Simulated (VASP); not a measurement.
Input of a VASP 6.6.1 run:

The input INCAR:

```
SYSTEM = Be4S
PREC = Accurate
ENCUT = 600
EDIFF = 1E-7
ISMEAR = 0
SIGMA = 0.1
LREAL = .FALSE.
LASPH = .TRUE.
NELM = 80
ALGO = Normal
ISIF = 3
LWAVE = .FALSE.
LCHARG = .FALSE.
GGA = PE
IBRION = 2
NSW = 100
EDIFFG = -0.01
```

Contents of KPOINTS:

```
regular mesh
0
G
  10 10 10
  0 0 0
```

The input POSCAR:

```
Be4S
1.0
    3.8635253498      0.0000000000      0.0000000000
    0.0000000000      3.8635253498      0.0000000000
    0.0000000000      0.0000000000      3.8635253498
Be S
4 1
Direct
    0.3007877273      0.3007877273      0.3007877273
    0.6992122727      0.6992122727      0.3007877273
    0.3007877273      0.6992122727      0.6992122727
    0.6992122727      0.3007877273      0.6992122727
    0.0000000000      0.0000000000      0.0000000000
```

Potentials or basis: VASP PAW PBE potentials, release 64 (Be, S).

The run is started by

```sh
$ cat potpaw_PBE.64/Be/POTCAR potpaw_PBE.64/S/POTCAR > POTCAR
$ mpirun -np 1 vasp_std > vasp.out
```

(1) What does it give for the space group after relaxing (to 0.05 Å)?

(2) What does it give for the relaxed volume?

(3) Predict the band gap on the k mesh.

Answers

(1) P-43m (No. 215).

(2) 11.56 Å³/atom.

(3) zero (band 7 reaches 5.96 eV, above the bottom of band 8 at 2.57 eV).
